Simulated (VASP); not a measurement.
Crystal: MgS.

```
CELL_PARAMETERS angstrom
0.00000 2.83087 2.83087
2.83087 0.00000 2.83087
2.83087 2.83087 0.00000
ATOMIC_POSITIONS crystal
Mg 0.00000 0.00000 0.00000
S 0.75000 0.75000 0.75000
```

Program: VASP 6.6.1. Alike in all runs: task single point; no spin polarisation; cell as given; cutoff (eV) 600.

Q: Order these runs on this cell by their pressure, lowest first.
A. level LDA; potentials or basis VASP PAW LDA potentials, release 64 (Mg, S); k mesh 4 × 4 × 4; smearing gaussian 0.01 eV
B. level PBE; potentials or basis VASP PAW PBE potentials, release 64 (Mg, S); k mesh 6 × 6 × 6; smearing methfessel-paxton 0.001 eV
C. level PBE; potentials or basis VASP PAW PBE potentials, release 64 (Mg, S); k mesh 2 × 2 × 2; smearing gaussian 0.01 eV

A: A (-2.3 GPa), B (1.0 GPa), C (4.1 GPa).

Caveats: some runs use coarse meshes.
